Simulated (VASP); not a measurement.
## MgSe: single point with PBE

MgSe:

```xyz
2
Lattice="0.0000 2.7363 2.6268 2.7363 0.0000 2.6268 2.7363 2.7363 0.0000" Properties=species:S:1:pos:R:3 pbc="T T T"
Mg    0.0000    0.0000    0.0000
Se    2.7363    2.7363    2.6268
```

This cell differs from its parent crystal: uniaxial z strain -4.0%.

```
Program             : VASP 6.6.1
Task                : single point
Functional          : PBE
Potentials or basis : VASP PAW PBE potentials, release 64 (Mg, Se)
Cutoff              : 600 eV
k mesh              : 4 × 4 × 4
Occupations         : gaussian, width 0.01 eV
Spin                : no spin polarisation
```

The pressure is 4.7 GPa and the band gap on the k mesh is 1.63 eV, indirect (least direct gap 2.72 eV).

Stress tensor (GPa, compression positive):
```
3.19 0.00 0.00
0.00 3.19 0.00
0.00 0.00 7.86
```

Levels at points of the mesh, in eV from the valence-band top:
```
           k point  band 1  band 2  band 3  band 4  band 5  band 6  band 7  band 8
(0.00, 0.00, 0.00)  -13.18   -0.22    0.00    0.00    2.72    7.19    7.19    7.58
(0.50, 0.00, 0.00)  -11.98   -5.20   -0.76   -0.63    3.75    5.82    6.30    8.77
(0.50, 0.50, 0.00)  -11.54   -4.48   -2.07   -2.07    1.63    3.68   12.21   12.22
(0.50, 0.00, 0.50)  -11.68   -4.53   -2.06   -1.68    1.83    3.84   11.82   11.84
```

Run time: 7.3 s on 1 thread of Intel(R) Xeon(R) Platinum 8559C (Emerald Rapids) (shared host), peak memory 0.16 GiB.

Caveat: the k points lie up to 0.50 Å⁻¹ apart; the cell differs from its parent crystal (uniaxial z strain -4.0%). A k mesh can miss the band edges.
